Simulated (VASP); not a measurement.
Write the native input for VASP 6.6.1 that does the following.

```yaml
Task: single point
Functional: PBE
Dispersion: D3(BJ)
Potentials_or_basis: VASP PAW PBE potentials, release 64 (Li_sv, S)
Cutoff: 750 eV
k_mesh: 6 × 6 × 6
Occupations: gaussian, width 0.01 eV
Spin: no spin polarisation
Dipole_correction: no
Further_INCAR_settings: ALGO = Normal; EDIFF = 1e-06; NBANDS = 13
```

The structure of Li2S lies in POSCAR:

```
Li2S
1.0
    0.0000000000      2.7847587176      2.7847587176
    2.7847587176      0.0000000000      2.7847587176
    2.7847587176      2.7847587176      0.0000000000
Li S
2 1
Direct
    0.2500000000      0.2500000000      0.2500000000
    0.7500000000      0.7500000000      0.7500000000
    0.0000000000      0.0000000000      0.0000000000
```

The input as run:

INCAR

```
PREC     = Accurate       # precision mode
ENCUT    = 750            # plane-wave cutoff, eV
EDIFF    = 1E-6           # SCF threshold, eV
ISMEAR   = 0              # smearing method
SIGMA    = 0.01           # smearing width, eV
LREAL    = F              # projectors in reciprocal space
LASPH    = T              # aspherical terms in the spheres
NELM     = 120            # most SCF steps
ALGO     = Normal         # electronic algorithm
ISIF     = 2              # what is computed and relaxed
LWAVE    = F              # write WAVECAR
LCHARG   = F              # write CHGCAR
GGA      = PE             # functional
IVDW     = 12             # dispersion correction
NBANDS   = 13             # bands
GGA_COMPAT= F
```

KPOINTS

```
Automatic mesh
0
Gamma
  6 6 6
```

Potentials or basis: VASP PAW PBE potentials, release 64 (Li_sv, S).

The run is started by

```bash
$ cat potpaw_PBE.64/Li_sv/POTCAR potpaw_PBE.64/S/POTCAR > POTCAR
$ mpirun -np 1 vasp_std > vasp.out
```

Results of the run:

The pressure is -0.1 GPa, the band gap on the k mesh is 3.34 eV, indirect (least direct gap 4.63 eV) and the dispersion energy per atom is -0.283 eV.

It took 18 s on 1 thread of Intel Xeon 8259CL, on a shared host, peak memory 0.21 GiB.
